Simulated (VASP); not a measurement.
# LaS (Fm-3m) in VASP: further runs

LaS is run at these levels: LDA; tasks: single point.

Everything below comes from runs of VASP 6.6.1. Logs are shortened: lines on timing, memory, paths and dates and some standing lists are left out, and cuts for length are marked.

## 1. The cell of the first run

Symmetry: Fm-3m, No. 225, cubic system. Conventional cell: a = 5.931 Å, b = 5.931 Å, c = 5.931 Å, α = 90.00°, β = 90.00°, γ = 90.00°. La (site symmetry m-3m) has 6 S at 2.97 Å within 3.9 Å. Within 3.9 Å of S (site symmetry m-3m) lie 6 La at 2.97 Å.

## 2. Single point, LDA

INCAR

```
SYSTEM = LaS
PREC = Accurate ; ENCUT = 520
EDIFF = 1E-6 ; ISMEAR = 1
SIGMA = 0.15 ; LREAL = .False.
LASPH = .True. ; NELM = 100
ALGO = Normal ; ISIF = 2
LWAVE = .False. ; LCHARG = .True.
GGA = CA ; LELF = .True.
LVHAR = .True. ; NBANDS = 16
```

KPOINTS

```
Automatic mesh
0
Gamma
  8 8 8
  0 0 0
```

POSCAR

```
LaS
1.0
    0.0000000000      2.9655175750      2.9655175750
    2.9655175750      0.0000000000      2.9655175750
    2.9655175750      2.9655175750      0.0000000000
La S
1 1
Direct
    0.0000000000      0.0000000000      0.0000000000
    0.5000000000      0.5000000000      0.5000000000
```

Potentials or basis: VASP PAW LDA potentials, release 64 (La, S).

On the command line:

```console
cat potpaw_LDA.64/La/POTCAR potpaw_LDA.64/S/POTCAR > POTCAR
mpirun -np 1 vasp_std > vasp.out
```

OUTCAR:

```text
SYSTEM = LaS
   PREC = Accurate
   ENCUT = 520
   EDIFF = 1E-6
   ISMEAR = 1
   LREAL = .False.
   LASPH = .True.
   NELM = 100
   ISIF = 2
   GGA = CA

 ion  position               nearest neighbor table
   1  0.000  0.000  0.000-   2 2.97   2 2.97   2 2.97   2 2.97   2 2.97   2 2.97
   2  0.500  0.500  0.500-   1 2.97   1 2.97   1 2.97   1 2.97   1 2.97   1 2.97

  LATTYP: Found a face centered cubic cell.
 ALAT       =     5.9310351500

  Lattice vectors:

 A1 = (   0.0000000000,   2.9655175750,   2.9655175750)
 A2 = (   2.9655175750,   0.0000000000,   2.9655175750)
 A3 = (   2.9655175750,   2.9655175750,   0.0000000000)

Analysis of symmetry for initial positions (statically):
=====================================================================
 Subroutine PRICEL returns:
 Original cell was already a primitive cell.

 Routine SETGRP: Setting up the symmetry group for a
 face centered cubic supercell.

 Subroutine GETGRP returns: Found 48 space group operations
 (whereof 48 operations were pure point group operations)
 out of a pool of 48 trial point group operations.

The static configuration has the point symmetry O_h .

Analysis of symmetry for dynamics (positions and initial velocities):
=====================================================================
 Subroutine PRICEL returns:
 Original cell was already a primitive cell.

 Routine SETGRP: Setting up the symmetry group for a
 face centered cubic supercell.

 Subroutine GETGRP returns: Found 48 space group operations
 (whereof 48 operations were pure point group operations)
 out of a pool of 48 trial point group operations.

The dynamic configuration has the point symmetry O_h .

 Subroutine INISYM returns: Found 48 space group operations
 (whereof 48 operations are pure point group operations),
 and found     1 'primitive' translations

----------------------------------------------------------------------------------------

                                     Primitive cell

  volume of cell :      52.1593

  direct lattice vectors                    reciprocal lattice vectors
     0.000000000  2.965517575  2.965517575    -0.168604632  0.168604632  0.168604632
     2.965517575  0.000000000  2.965517575     0.168604632 -0.168604632  0.168604632
     2.965517575  2.965517575  0.000000000     0.168604632  0.168604632 -0.168604632

  length of vectors
     4.193875174  4.193875174  4.193875174     0.292031789  0.292031789  0.292031789

  position of ions in fractional coordinates (direct lattice)
     0.000000000  0.000000000  0.000000000
     0.500000000  0.500000000  0.500000000

  ion indices of the primitive-cell ions
   primitive index   ion index
                 1           1
                 2           2

----------------------------------------------------------------------------------------

 KPOINTS: Automatic mesh

Automatic generation of k-mesh.
 Grid dimensions read from file:
 generate k-points for:    8    8    8

 Generating k-lattice:

  Cartesian coordinates                     Fractional coordinates (reciprocal lattice)
    -0.021075579  0.021075579  0.021075579     0.125000000  0.000000000  0.000000000
     0.021075579 -0.021075579  0.021075579     0.000000000  0.125000000  0.000000000
     0.021075579  0.021075579 -0.021075579     0.000000000  0.000000000  0.125000000

  Length of vectors
     0.036503974  0.036503974  0.036503974

  Shift w.r.t. Gamma in fractional coordinates (k-lattice)
     0.000000000  0.000000000  0.000000000

 Subroutine IBZKPT returns following result:
 ===========================================

 Found     29 irreducible k-points:

 Following reciprocal coordinates:
            Coordinates               Weight
  0.000000  0.000000  0.000000      1.000000
  0.125000  0.000000  0.000000      8.000000
  0.250000  0.000000  0.000000      8.000000
  0.375000  0.000000  0.000000      8.000000
  0.500000  0.000000  0.000000      4.000000
  0.125000  0.125000  0.000000      6.000000
[... 16 lines left out ...]
  0.500000  0.250000  0.125000     48.000000
 -0.375000  0.250000  0.125000     24.000000
 [... further k-points ...]
   k-points           NKPTS =     29   k-points in BZ     NKDIM =     29   number of bands    NBANDS=     16
   number of dos      NEDOS =    301   number of ions     NIONS =      2
   total plane-waves  NPLWV =  32768
   dimension x,y,z NGX =    32 NGY =   32 NGZ =   32
   dimension x,y,z NGXF=    64 NGYF=   64 NGZF=   64
   ions per type =               1   1
   NGX,Y,Z   is equivalent  to a cutoff of  12.68, 12.68, 12.68 a.u.
   NGXF,Y,Z  is equivalent  to a cutoff of  25.37, 25.37, 25.37 a.u.
 SYSTEM =  LaS
   PREC   = accura    normal or accurate (medium, high low for compatibility)
   ISTART =      0    job   : 0-new  1-cont  2-samecut
   ICHARG =      2    charge: 1-file 2-atom 10-const
   ISPIN  =      1    spin polarized calculation?
   LNONCOLLINEAR =      F non collinear calculations
   LSORBIT =      F    spin-orbit coupling
   LASPH  =      T    aspherical Exc in radial PAW
   ENCUT  =  520.0 eV  38.22 Ry    6.18 a.u.   7.80  7.80  7.80*2*pi/ulx,y,z
   NELM   =    100;   NELMIN=  2; NELMDL= -5     # of ELM steps
   EDIFF  = 0.1E-05   stopping-criterion for ELM
   LREAL  =      F    real-space projection
   EDIFFG = 0.1E-04   stopping-criterion for IOM
   NSW    =      0    number of steps for IOM
   IBRION =     -1    ionic relax: 0-MD 1-quasi-New 2-CG
   NFREE  =      0    steps in history (QN), initial steepest desc. (CG)
   ISIF   =      2    stress and relaxation
   ISYM   =      2    0-nonsym 1-usesym 2-fastsym
   POTIM  = 0.5000    time-step for ionic-motion
   TEBEG  =    0.0;   TEEND  =   0.0 temperature during run
   PSTRESS=    0.0 pullay stress
   NELECT =      17.0000    total number of electrons
   NUPDOWN=      -1.0000    fix difference up-down
   EMIN   =  10.00;   EMAX   =-10.00  energy-range for DOS
   EFERMI =   0.00;   METHOD = LEGACY
   ISMEAR =     1;   SIGMA  =   0.15  broadening in eV -4-tet -1-fermi 0-gaus
   EFERMI_NEDOS =   21; number of points for ismear=-14 and -15
   IALGO  =     38    algorithm
   IMIX   =      4    mixing-type and parameters
     AMIX     =   0.40;   BMIX     =  1.00
     AMIX_MAG =   1.60;   BMIX_MAG =  1.00
  volume/ion in A,a.u.               =      26.08       175.99
  Fermi-wavevector in a.u.,A,eV,Ry     =   1.126628  2.129019 17.269755  1.269291
  Thomas-Fermi vector in A             =   2.263311
   LORBIT       =      0    0 simple, 1 ext, 2 COOP (PROOUT), +10 PAW based schemes
   GGA     = CA    functional components
   LHFCALC =     F    Hartree Fock is set to
   AEXX    =    0.0000 exact exchange contribution
   IVDW    =     0    specifies the selected vdW correction
   LEPSILON=     F    determine dielectric tensor
   LRPA    =     F    only Hartree local field effects (RPA)
 non-spin polarized calculation
 Methfessel and Paxton  Order N= 1 SIGMA  =   0.15
  energy-cutoff  :      520.00
  volume of cell :       52.16
 maximum number of plane-waves:      1424
   NGX = 15   NGY = 15   NGZ = 15

 number of electron      16.9999999 magnetization

 Free energy of the ion-electron system (eV)
  ---------------------------------------------------
  ext. energy  EPLUGINS =         0.00000000
  ---------------------------------------------------
  free energy    TOTEN  =       -14.71736382 eV

  energy without entropy =      -14.71596527  energy(sigma->0) =      -14.71689763

 E-fermi :   8.2798     XC(G=0): -10.1625

 val. band max:        8.1210303725   @ k =  -0.3750   0.3750   0.1250
 cond. band min:       8.3068171752   @ k =   0.3750   0.1250   0.0000
 fundamental gap:      0.1857868028
 Fermi energy:         8.2797724904

 k-point     1 :       0.0000    0.0000    0.0000
  band No.  band energies     occupation
      1     -24.7218      2.00000
      2      -8.2815      2.00000
      3      -8.2815      2.00000
      4      -8.2815      2.00000
      5      -5.4146      2.00000
      6       5.1070      2.00000
[... 8 lines left out ...]
     15       9.5262     -0.00000
     16      10.0608     -0.00000

 k-point     2 :       0.1250    0.0000    0.0000
  band No.  band energies     occupation
      1     -24.7123      2.00000
      2      -8.4892      2.00000
      3      -8.2894      2.00000
      4      -8.2894      2.00000
      5      -5.1697      2.00000
      6       4.6073      2.00000
[... 8 lines left out ...]
     15      10.0628     -0.00000
     16      10.1089     -0.00000

 k-point     3 :       0.2500    0.0000    0.0000
  band No.  band energies     occupation
      1     -24.6894      2.00000
      2      -8.8989      2.00000
      3      -8.3084      2.00000
      4      -8.3084      2.00000
      5      -4.6641      2.00000
      6       3.6858      2.00000
[... 8 lines left out ...]
     15      10.0678     -0.00000
     16      10.3554     -0.00000

 k-point     4 :       0.3750    0.0000    0.0000
  band No.  band energies     occupation
      1     -24.6663      2.00000
      2      -9.2336      2.00000
      3      -8.3271      2.00000
      4      -8.3271      2.00000
      5      -4.2219      2.00000
      6       2.9500      2.00000
[... 8 lines left out ...]
     15      10.0728     -0.00000
     16      10.7668     -0.00000
[... 324 lines left out ...]
 k-point    22 :       0.3750    0.2500    0.1250
  band No.  band energies     occupation
      1     -24.6727      2.00000
      2      -8.9372      2.00000
      3      -8.4527      2.00000
      4      -8.3464      2.00000
      5      -4.6363      2.00000
      6       3.3755      2.00000
[... 8 lines left out ...]
     15      10.0588     -0.00000
     16      10.3270     -0.00000

 k-point    23 :       0.5000    0.2500    0.1250
  band No.  band energies     occupation
      1     -24.6543      2.00000
      2      -9.0902      2.00000
      3      -8.5189      2.00000
      4      -8.3853      2.00000
      5      -4.4887      2.00000
      6       3.2935      2.00000
[... 8 lines left out ...]
     15      10.0262     -0.00000
     16      10.4528     -0.00000

 k-point    24 :      -0.3750    0.2500    0.1250
  band No.  band energies     occupation
      1     -24.6467      2.00000
      2      -9.1527      2.00000
      3      -8.5326      2.00000
      4      -8.4126      2.00000
      5      -4.4326      2.00000
      6       3.2517      2.00000
[... 8 lines left out ...]
     15      10.0168     -0.00000
     16      10.6953     -0.00000

 [... further k-points ...]
[... 5 lines left out ...]
  --------------------------------------------------------------------------------------
  -------------------------------------------------------------------------------------
  Total       -2.1487598     -2.1487598     -2.1487598     -0.0000000      0.0000000     -0.0000000
  in kB      -66.0034992    -66.0034992    -66.0034992     -0.0000000      0.0000000     -0.0000000
  external PRESSURE =     -66.0034992 kB  Pullay stress =       0.0000000 kB

 VOLUME and BASIS-vectors are now :
 -----------------------------------------------------------------------------
  energy-cutoff  :      520.00
  volume of cell :       52.16
      direct lattice vectors                 reciprocal lattice vectors
     0.000000000  2.965517575  2.965517575    -0.168604632  0.168604632  0.168604632
     2.965517575  0.000000000  2.965517575     0.168604632 -0.168604632  0.168604632
     2.965517575  2.965517575  0.000000000     0.168604632  0.168604632 -0.168604632

 POSITION                                       TOTAL-FORCE (eV/Angst)
 -----------------------------------------------------------------------------------
      0.00000      0.00000      0.00000         0.000000     -0.000000      0.000000
      2.96552      2.96552      2.96552        -0.000000      0.000000     -0.000000
 -----------------------------------------------------------------------------------
    total drift:                                0.000000     -0.000000     -0.000000

  FREE ENERGIE OF THE ION-ELECTRON SYSTEM (eV)
  ---------------------------------------------------
  free  energy   TOTEN  =       -14.7173638182 eV

  energy  without entropy=      -14.7159652653  energy(sigma->0) =      -14.71689763
```

It took 8.2 s on 1 thread of Intel Xeon 6975P-C (Granite Rapids), shared host; peak memory 0.17 GiB.

Results:

```
Free energy : -14.7174 eV
Pressure    : -6.6 GPa
```

Caveat: spin-orbit coupling is left out, which moves the levels of the heavy elements.

[end of part 1 of 2]
